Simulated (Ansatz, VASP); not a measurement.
# One calculation of KTaO3, two programs

POSCAR

```
KTaO3
1.0
    3.9901311086      0.0000000000      0.0000000000
    0.0000000000      3.9901311086      0.0000000000
    0.0000000000      0.0000000000      3.9901311086
K Ta O
1 1 3
Direct
    0.0000000000      0.0000000000      0.0000000000
    0.5000000000      0.5000000000      0.5000000000
    0.5000000000      0.5000000000      0.0000000000
    0.5000000000      0.0000000000      0.5000000000
    0.0000000000      0.5000000000      0.5000000000
```

Contents of INCAR.step1:

```
SYSTEM = KTaO3
  ALGO = Normal
  EDIFF = 1E-5
  ENCUT = 520
  GGA = PE
  ISIF = 2
  ISMEAR = 0
  LASPH = .True.
  LREAL = .False.
  LWAVE = .True.
  NBANDS = 27
  NELM = 80
  PREC = Accurate
  SIGMA = 0.01
```

Contents of INCAR.step2:

```
SYSTEM = KTaO3
  AEXX = 0.25
  ALGO = Normal
  EDIFF = 1E-6
  ENCUT = 520
  ISIF = 2
  ISMEAR = 0
  ISTART = 1
  LASPH = .True.
  LCHARG = .True.
  LELF = .True.
  LHFCALC = .True.
  LMIXTAU = .True.
  LREAL = .False.
  LVHAR = .True.
  LWAVE = .False.
  METAGGA = R2SCAN
  NBANDS = 27
  NELM = 80
  PREC = Accurate
  PRECFOCK = Fast
  SIGMA = 0.01
```

Contents of KPOINTS:

```
k-points
0
Gamma
  4 4 4
  0 0 0
```

Input for Ansatz:

```yaml
crystal:
  lattice:
    - [3.9901311086, 0.0, 0.0]
    - [0.0, 3.9901311086, 0.0]
    - [0.0, 0.0, 3.9901311086]
  atoms:
    - { symbol: K, position: [0.0, 0.0, 0.0] }
    - { symbol: Ta, position: [0.5, 0.5, 0.5] }
    - { symbol: O, position: [0.5, 0.5, 0.0] }
    - { symbol: O, position: [0.5, 0.0, 0.5] }
    - { symbol: O, position: [0.0, 0.5, 0.5] }
kpoints:
  mp_grid: { grid: [4, 4, 4] }
  band_path:
    path: [[0.0, 0.0, 0.0], [0.0, 0.5, 0.0], [0.5, 0.5, 0.0], [0.5, 0.5, 0.5]]
    npoints: 1
hamiltonian:
  xc: r2scan0
scf:
  occupations: { method: fixed }
  n_extra_bands: 5
output:
  forces: true
  stress: true
  eigenvalues: true
```

Alike in both runs: task single point; functional r2SCAN0; k mesh 4 × 4 × 4; no spin polarisation.

```csv
,VASP,Ansatz
version,VASP 6.6.1,Ansatz 0.2.0
potentials or method,"VASP PAW PBE potentials, release 64 (K_sv, Ta_pv, O)","plane waves, PAW"
plane-wave cutoff (eV),520,500
occupations,"gaussian, width 0.01 eV",fixed
valence electrons in the cell,38,40
```

|  | VASP | Ansatz | Ansatz less VASP |
| --- | --- | --- | --- |
| gap on the k mesh at the Fermi level (eV) | 4.58 | 4.63 | +0.052 |
| pressure (GPa) | -3.2 | -3.7 | -0.41 |

VASP's potentials were made for PBE, not for r2SCAN0. VASP's potentials hold 38 valence electrons a cell and Ansatz's 40, so a difference there can come from the potentials and not from the codes. Ansatz's warnings: stress exchange threshold loose, stress scf threshold loose.

Spin-orbit coupling is off throughout.
